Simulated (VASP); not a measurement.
# MgI2 (P-3m1) in VASP: notebook

Runs on MgI2. Level: LDA. Tasks: single point.

All numbers are computed with VASP 6.6.1; they aren't measurements. Logs are shortened: lines on timing, memory, paths and dates and some standing lists are left out, and cuts for length are marked.

## (1) The cell of the first run

Symmetry: P-3m1, No. 164, trigonal system. Conventional cell: a = 4.149 Å, b = 4.149 Å, c = 6.805 Å, α = 90.00°, β = 90.00°, γ = 120.00°. Within 3.9 Å of Mg (site symmetry -3m) lie 6 I at 2.93 Å. Within 3.9 Å of I (site symmetry 3m) lie 3 Mg at 2.93 Å.

## (2) Single point, LDA

INCAR

```
SYSTEM = MgI2
PREC = Accurate ; ENCUT = 520
EDIFF = 1E-6 ; ISMEAR = 0
SIGMA = 0.05 ; LREAL = .False.
LASPH = .True. ; NELM = 100
ALGO = Normal ; ISIF = 2
LWAVE = .False. ; LCHARG = .True.
GGA = CA ; LELF = .True.
LVHAR = .True. ; NBANDS = 15
```

KPOINTS

```
regular mesh
0
Gamma
  6 6 4
  0 0 0
```

POSCAR

```
MgI2
1.0
    4.1487106712      0.0000000000      0.0000000000
   -2.0743553356      3.5928888342      0.0000000000
    0.0000000000      0.0000000000      6.8054124713
Mg I
1 2
Direct
    0.0000000000      0.0000000000      0.0000000000
    0.3333333333      0.6666666667      0.7523486881
    0.6666666667      0.3333333333      0.2476513119
```

Potentials or basis: VASP PAW LDA potentials, release 64 (Mg, I).

Started as:

```bash
cat potpaw_LDA.64/Mg/POTCAR potpaw_LDA.64/I/POTCAR > POTCAR
mpirun -np 1 vasp_std > vasp.out
```

OUTCAR:

```text
SYSTEM = MgI2
   PREC = Accurate
   ENCUT = 520
   EDIFF = 1E-6
   ISMEAR = 0
   LREAL = .False.
   LASPH = .True.
   NELM = 100
   ISIF = 2
   GGA = CA

 ion  position               nearest neighbor table
   1  0.000  0.000  0.000-   2 2.93   3 2.93   2 2.93   3 2.93   3 2.93   2 2.93
   2  0.333  0.667  0.752-   1 2.93   1 2.93   1 2.93
   3  0.667  0.333  0.248-   1 2.93   1 2.93   1 2.93

  LATTYP: Found a hexagonal cell.
 ALAT       =     4.1487106712
 C/A-ratio  =     1.6403680591

  Lattice vectors:

 A1 = (   4.1487106712,   0.0000000000,   0.0000000000)
 A2 = (  -2.0743553356,   3.5928888342,   0.0000000000)
 A3 = (   0.0000000000,   0.0000000000,   6.8054124713)

Analysis of symmetry for initial positions (statically):
=====================================================================
 Subroutine PRICEL returns:
 Original cell was already a primitive cell.

 Routine SETGRP: Setting up the symmetry group for a
 hexagonal supercell.

 Subroutine GETGRP returns: Found 12 space group operations
 (whereof 12 operations were pure point group operations)
 out of a pool of 24 trial point group operations.

The static configuration has the point symmetry D_3d.

Analysis of symmetry for dynamics (positions and initial velocities):
=====================================================================
 Subroutine PRICEL returns:
 Original cell was already a primitive cell.

 Routine SETGRP: Setting up the symmetry group for a
 hexagonal supercell.

 Subroutine GETGRP returns: Found 12 space group operations
 (whereof 12 operations were pure point group operations)
 out of a pool of 24 trial point group operations.

The dynamic configuration has the point symmetry D_3d.

 Subroutine INISYM returns: Found 12 space group operations
 (whereof 12 operations are pure point group operations),
 and found     1 'primitive' translations

----------------------------------------------------------------------------------------

                                     Primitive cell

  volume of cell :     101.4405

  direct lattice vectors                    reciprocal lattice vectors
     4.148710671  0.000000000  0.000000000     0.241038742  0.139163782  0.000000000
    -2.074355336  3.592888834  0.000000000     0.000000000  0.278327565  0.000000000
     0.000000000  0.000000000  6.805412471     0.000000000  0.000000000  0.146941865

  length of vectors
     4.148710671  4.148710671  6.805412471     0.278327565  0.278327565  0.146941865

  position of ions in fractional coordinates (direct lattice)
     0.000000000  0.000000000  0.000000000
     0.333333333  0.666666667  0.752348688
     0.666666667  0.333333333  0.247651312

  ion indices of the primitive-cell ions
   primitive index   ion index
                 1           1
                 2           2
                 3           3

----------------------------------------------------------------------------------------

 KPOINTS: regular mesh

Automatic generation of k-mesh.
 Grid dimensions read from file:
 generate k-points for:    6    6    4

 Generating k-lattice:

  Cartesian coordinates                     Fractional coordinates (reciprocal lattice)
     0.040173124  0.023193964  0.000000000     0.166666667  0.000000000  0.000000000
     0.000000000  0.046387927  0.000000000     0.000000000  0.166666667  0.000000000
     0.000000000  0.000000000  0.036735466     0.000000000  0.000000000  0.250000000

  Length of vectors
     0.046387927  0.046387927  0.036735466

  Shift w.r.t. Gamma in fractional coordinates (k-lattice)
     0.000000000  0.000000000  0.000000000

 Subroutine IBZKPT returns following result:
 ===========================================

 Found     24 irreducible k-points:

 Following reciprocal coordinates:
            Coordinates               Weight
  0.000000  0.000000  0.000000      1.000000
  0.166667 -0.000000  0.000000      6.000000
  0.333333  0.000000  0.000000      6.000000
  0.500000  0.000000  0.000000      3.000000
  0.166667  0.166667  0.000000      6.000000
  0.333333  0.166667  0.000000     12.000000
[... 16 lines left out ...]
  0.333333  0.166667  0.500000     12.000000
  0.333333  0.333333  0.500000      2.000000
   k-points           NKPTS =     24   k-points in BZ     NKDIM =     24   number of bands    NBANDS=     15
   number of dos      NEDOS =    301   number of ions     NIONS =      3
   total plane-waves  NPLWV =  55296
   dimension x,y,z NGX =    32 NGY =   32 NGZ =   54
   dimension x,y,z NGXF=    64 NGYF=   64 NGZF=  108
   ions per type =               1   2
   NGX,Y,Z   is equivalent  to a cutoff of  12.82, 12.82, 13.19 a.u.
   NGXF,Y,Z  is equivalent  to a cutoff of  25.65, 25.65, 26.38 a.u.
 SYSTEM =  MgI2
   PREC   = accura    normal or accurate (medium, high low for compatibility)
   ISTART =      0    job   : 0-new  1-cont  2-samecut
   ICHARG =      2    charge: 1-file 2-atom 10-const
   ISPIN  =      1    spin polarized calculation?
   LNONCOLLINEAR =      F non collinear calculations
   LSORBIT =      F    spin-orbit coupling
   LASPH  =      T    aspherical Exc in radial PAW
   ENCUT  =  520.0 eV  38.22 Ry    6.18 a.u.   7.71  7.71 12.65*2*pi/ulx,y,z
   NELM   =    100;   NELMIN=  2; NELMDL= -5     # of ELM steps
   EDIFF  = 0.1E-05   stopping-criterion for ELM
   LREAL  =      F    real-space projection
   EDIFFG = 0.1E-04   stopping-criterion for IOM
   NSW    =      0    number of steps for IOM
   IBRION =     -1    ionic relax: 0-MD 1-quasi-New 2-CG
   NFREE  =      0    steps in history (QN), initial steepest desc. (CG)
   ISIF   =      2    stress and relaxation
   ISYM   =      2    0-nonsym 1-usesym 2-fastsym
   POTIM  = 0.5000    time-step for ionic-motion
   TEBEG  =    0.0;   TEEND  =   0.0 temperature during run
   PSTRESS=    0.0 pullay stress
   NELECT =      16.0000    total number of electrons
   NUPDOWN=      -1.0000    fix difference up-down
   EMIN   =  10.00;   EMAX   =-10.00  energy-range for DOS
   EFERMI =   0.00;   METHOD = LEGACY
   ISMEAR =     0;   SIGMA  =   0.05  broadening in eV -4-tet -1-fermi 0-gaus
   EFERMI_NEDOS =   21; number of points for ismear=-14 and -15
   IALGO  =     38    algorithm
   IMIX   =      4    mixing-type and parameters
     AMIX     =   0.40;   BMIX     =  1.00
     AMIX_MAG =   1.60;   BMIX_MAG =  1.00
  volume/ion in A,a.u.               =      33.81       228.18
  Fermi-wavevector in a.u.,A,eV,Ry     =   0.884527  1.671513 10.645032  0.782388
  Thomas-Fermi vector in A             =   2.005439
   LORBIT       =      0    0 simple, 1 ext, 2 COOP (PROOUT), +10 PAW based schemes
   GGA     = CA    functional components
   LHFCALC =     F    Hartree Fock is set to
   AEXX    =    0.0000 exact exchange contribution
   IVDW    =     0    specifies the selected vdW correction
   LEPSILON=     F    determine dielectric tensor
   LRPA    =     F    only Hartree local field effects (RPA)
 non-spin polarized calculation
 Gauss-broadening in eV      SIGMA  =   0.05
  energy-cutoff  :      520.00
  volume of cell :      101.44
 maximum number of plane-waves:      2772
 NGX is ok and might be reduce to    32
   NGX = 15   NGY = 15   NGZ = 25

 number of electron      16.0000001 magnetization

 Free energy of the ion-electron system (eV)
  ---------------------------------------------------
  ext. energy  EPLUGINS =         0.00000000
  ---------------------------------------------------
  free energy    TOTEN  =        -9.06525692 eV

  energy without entropy =       -9.06525692  energy(sigma->0) =       -9.06525692

 E-fermi :   2.5648     XC(G=0):  -8.6147

 val. band max:        2.2995509598   @ k =   0.0000   0.0000   0.0000
 cond. band min:       5.5968110387   @ k =   0.5000   0.0000   0.2500
 fundamental gap:      3.2972600789
 Fermi energy:         2.5648216053

 k-point     1 :       0.0000    0.0000    0.0000
  band No.  band energies     occupation
      1      -9.8811      2.00000
      2      -9.1572      2.00000
      3      -1.3972      2.00000
      4       1.8128      2.00000
      5       1.8128      2.00000
      6       2.2035      2.00000
      7       2.2035      2.00000
      8       2.2996      2.00000
      9       5.6718      0.00000
     10       6.8682      0.00000
     11       8.8742      0.00000
     12       8.8742      0.00000
     13       9.6674      0.00000
     14      10.3854      0.00000
     15      10.3854      0.00000

 k-point     2 :       0.1667   -0.0000    0.0000
  band No.  band energies     occupation
      1      -9.7388      2.00000
      2      -9.0857      2.00000
      3      -1.1895      2.00000
      4       0.7958      2.00000
      5       1.3053      2.00000
      6       1.4960      2.00000
      7       2.1489      2.00000
      8       2.1851      2.00000
      9       6.6055      0.00000
     10       7.5098      0.00000
     11       8.3146      0.00000
     12       9.2086      0.00000
     13       9.3517      0.00000
     14      10.0843      0.00000
     15      10.7512      0.00000

 k-point     3 :       0.3333    0.0000    0.0000
  band No.  band energies     occupation
      1      -9.3987      2.00000
      2      -8.9611      2.00000
      3      -0.9527      2.00000
      4      -0.3788      2.00000
      5       0.2129      2.00000
      6       1.0483      2.00000
      7       1.7622      2.00000
      8       1.9347      2.00000
      9       6.1698      0.00000
     10       7.5283      0.00000
     11       7.9751      0.00000
     12       9.1778      0.00000
     13       9.6820      0.00000
     14      10.8438      0.00000
     15      11.2572      0.00000

 k-point     4 :       0.5000    0.0000    0.0000
  band No.  band energies     occupation
      1      -9.1605      2.00000
      2      -8.9448      2.00000
      3      -1.3779      2.00000
      4      -0.5617      2.00000
      5       0.2912      2.00000
      6       0.8658      2.00000
      7       1.2837      2.00000
      8       1.8191      2.00000
      9       5.7474      0.00000
     10       7.3952      0.00000
     11       7.5527      0.00000
     12       9.0234      0.00000
     13      10.1231      0.00000
     14      11.4382      0.00000
     15      12.0325      0.00000
[... 307 lines left out ...]
 k-point    22 :       0.1667    0.1667    0.5000
  band No.  band energies     occupation
      1      -9.3507      2.00000
      2      -9.1544      2.00000
      3      -0.7785      2.00000
      4      -0.1644      2.00000
      5       0.7845      2.00000
      6       1.1543      2.00000
      7       1.5047      2.00000
      8       1.5822      2.00000
      9       6.6834      0.00000
     10       8.0129      0.00000
     11       8.7914      0.00000
     12       9.0311      0.00000
     13       9.4288      0.00000
     14       9.7089      0.00000
     15      10.8226      0.00000

 k-point    23 :       0.3333    0.1667    0.5000
  band No.  band energies     occupation
      1      -9.0982      2.00000
      2      -9.0094      2.00000
      3      -1.2191      2.00000
      4      -0.7747      2.00000
      5       0.3087      2.00000
      6       0.6583      2.00000
      7       1.5670      2.00000
      8       1.6624      2.00000
      9       6.3576      0.00000
     10       7.6282      0.00000
     11       8.3567      0.00000
     12       8.9954      0.00000
     13       9.2630      0.00000
     14      10.2785      0.00000
     15      11.4209      0.00000

 k-point    24 :       0.3333    0.3333    0.5000
  band No.  band energies     occupation
      1      -8.9846      2.00000
      2      -8.9846      2.00000
      3      -0.9167      2.00000
      4      -0.5736      2.00000
      5      -0.5736      2.00000
      6      -0.0361      2.00000
      7       1.7270      2.00000
      8       1.7270      2.00000
      9       6.9128      0.00000
     10       7.7951      0.00000
     11       7.7951      0.00000
     12       9.3219      0.00000
     13      10.4113      0.00000
     14      10.8389      0.00000
     15      10.9918      0.00000

------------------------ aborting loop because EDIFF is reached ----------------------------------------

  FORCE on cell =-STRESS in cart. coord.  units (eV):
  Direction    XX          YY          ZZ          XY          YZ          ZX
  --------------------------------------------------------------------------------------
  -------------------------------------------------------------------------------------
  Total       -1.1028776     -1.1028776     -1.0671367      0.0000000     -0.0000000      0.0000000
  in kB      -17.4191330    -17.4191330    -16.8546310      0.0000000     -0.0000000      0.0000000
  external PRESSURE =     -17.2309656 kB  Pullay stress =       0.0000000 kB

 VOLUME and BASIS-vectors are now :
 -----------------------------------------------------------------------------
  energy-cutoff  :      520.00
  volume of cell :      101.44
      direct lattice vectors                 reciprocal lattice vectors
     4.148710671  0.000000000  0.000000000     0.241038742  0.139163782  0.000000000
    -2.074355336  3.592888834  0.000000000     0.000000000  0.278327565  0.000000000
     0.000000000  0.000000000  6.805412471     0.000000000  0.000000000  0.146941865

 POSITION                                       TOTAL-FORCE (eV/Angst)
 -----------------------------------------------------------------------------------
      0.00000      0.00000      0.00000         0.000000      0.000000      0.000000
     -0.00000      2.39526      5.12004        -0.000000      0.000000      0.249654
      2.07436      1.19763      1.68537         0.000000      0.000000     -0.249654
 -----------------------------------------------------------------------------------
    total drift:                                0.000000     -0.000000     -0.000000

  FREE ENERGIE OF THE ION-ELECTRON SYSTEM (eV)
  ---------------------------------------------------
  free  energy   TOTEN  =        -9.0652569236 eV

  energy  without entropy=       -9.0652569236  energy(sigma->0) =       -9.06525692
```

Run time: 15 s. Hardware: 1 thread of Intel Xeon Platinum 8488C (Sapphire Rapids), shared host; peak memory 0.2 GiB.

What came out:

- Free energy: -9.0653 eV
- Pressure: -1.7 GPa
- Largest force: 0.250 eV/Å
- Band gap on the k mesh: 3.30 eV, indirect (least direct gap 3.37 eV)

Forces on the atoms (eV/Å):
```
Mg   0.000  0.000  0.000
I    0.000  0.000  0.250
I    0.000  0.000 -0.250
```

Caveat: spin-orbit coupling is left out, which moves the levels of the heavy elements. A k mesh can miss the band edges.

## (3) Single point, LDA

INCAR

```
PREC = Accurate
ENCUT = 520
EDIFF = 1E-7
ISMEAR = 0
SIGMA = 0.05
LREAL = False
LASPH = True
NELM = 100
ALGO = Normal
ISIF = 2
LWAVE = False
LCHARG = False
GGA = CA
NBANDS = 15
```

KPOINTS

```
regular mesh
0
Gamma
  6 6 4
```

POSCAR

```
MgI2
1.0
    4.1487106712      0.0000000000      0.0000000000
   -2.0743553356      3.5928888342      0.0000000000
    0.0000000000      0.0000000000      6.8054124713
Mg I
1 2
Direct
    0.0000000000      0.0000000000      0.0000000000
    0.3333333333      0.6666666667      0.7672995888
    0.6666666667      0.3333333333      0.2327004112
```

Potentials or basis: VASP PAW LDA potentials, release 64 (Mg, I).

Started as:

```bash
cat potpaw_LDA.64/Mg/POTCAR potpaw_LDA.64/I/POTCAR > POTCAR
mpirun -np 1 vasp_std > vasp.out
```

It took 18 s on 1 thread of Intel Xeon Platinum 8488C (Sapphire Rapids), shared host; peak memory 0.2 GiB.

The run converged. Its results:

```
Free energy            : -9.0630 eV
Pressure               : -0.1 GPa
Largest force          : 0.284 eV/Å
Band gap on the k mesh : 3.32 eV, indirect (least direct gap 3.51 eV)
```

Forces in eV/Å, atoms in the order of the input:
```
Mg   0.000  0.000  0.000
I    0.000  0.000 -0.284
I    0.000  0.000  0.284
```

Stress tensor (GPa, compression positive):
```
-0.56  0.00  0.00
 0.00 -0.56  0.00
 0.00  0.00  0.75
```

Levels at points of the mesh, in eV from the valence-band top:
| k point | band 4 | band 5 | band 6 | band 7 | band 8 | band 9 | band 10 | band 11 | band 12 | band 13 |
| --- | --- | --- | --- | --- | --- | --- | --- | --- | --- | --- |
| (0.00, 0.00, 0.00) | -0.68 | -0.68 | -0.24 | -0.24 | 0.00 | 3.51 | 4.43 | 6.39 | 6.39 | 7.31 |
| (0.50, 0.00, 0.00) | -3.08 | -1.92 | -1.66 | -0.96 | -0.59 | 3.37 | 5.14 | 5.45 | 6.91 | 8.25 |
| (0.00, 0.00, 0.50) | -1.43 | -0.60 | -0.60 | -0.32 | -0.32 | 4.39 | 4.54 | 6.22 | 6.22 | 7.57 |
| (0.50, 0.00, 0.50) | -3.42 | -1.52 | -1.23 | -0.85 | -0.80 | 3.38 | 5.07 | 5.55 | 5.98 | 7.71 |

Caveat: spin-orbit coupling is left out, which moves the levels of the heavy elements.

## (4) Single point, LDA

INCAR

```
SYSTEM = MgI2
PREC = Accurate
ENCUT = 520
EDIFF = 1E-6
ISMEAR = 0
SIGMA = 0.05
LREAL = .False.
LASPH = .True.
NELM = 80
ALGO = Normal
ISIF = 2
LWAVE = .False.
LCHARG = .True.
LELF = .True.
LVHAR = .True.
NBANDS = 15
```

KPOINTS

```
Automatic mesh
0
Gamma
  6 6 4
  0 0 0
```

POSCAR

```
MgI2
1.0
    4.1487106712      0.0000000000      0.0000000000
   -2.0743553356      3.5928888342      0.0000000000
    0.0000000000      0.0000000000      6.8054124713
Mg I
1 2
Direct
    0.0000000000      0.0000000000      0.0000000000
    0.3333333333      0.6666666667      0.7373977874
    0.6666666667      0.3333333333      0.2626022126
```

Started as:

```bash
cat potpaw_LDA.64/Mg/POTCAR potpaw_LDA.64/I/POTCAR > POTCAR
mpirun -np 1 vasp_std > vasp.out
```

Wall time 17 s (1 thread of Intel Xeon Platinum 8488C (Sapphire Rapids), shared host); peak memory 0.2 GiB.

Results (log left out):

| Property | Result |
| --- | --- |
| Free energy | -8.9654 eV |
| Pressure | -2.9 GPa |
| Largest force | 0.725 eV/Å |
| Band gap on the k mesh | 3.14 eV, indirect (least direct gap 3.14 eV) |

Forces in eV/Å, atoms in the order of the input:
```
Mg   0.000  0.000  0.000
I    0.000  0.000  0.725
I    0.000  0.000 -0.725
```

Stress tensor (GPa, compression positive):
```
-2.51  0.00  0.00
 0.00 -2.51  0.00
 0.00  0.00 -3.79
```

Levels at points of the mesh, in eV from the valence-band top:
```tsv
k point	band 5	band 6	band 7	band 8	band 9	band 10	band 11	band 12
(0.00, 0.00, 0.00)	-0.39	-0.03	0.00	0.00	3.14	4.67	6.70	6.70
(0.50, 0.00, 0.00)	-2.12	-1.31	-1.12	-0.40	3.45	4.98	5.03	6.50
(0.00, 0.00, 0.50)	-0.20	-0.20	-0.19	-0.19	4.45	4.70	6.45	6.45
(0.50, 0.00, 0.50)	-1.11	-0.99	-0.93	-0.81	3.14	4.69	5.52	5.69
```

Caveat: spin-orbit coupling is left out, which moves the levels of the heavy elements.
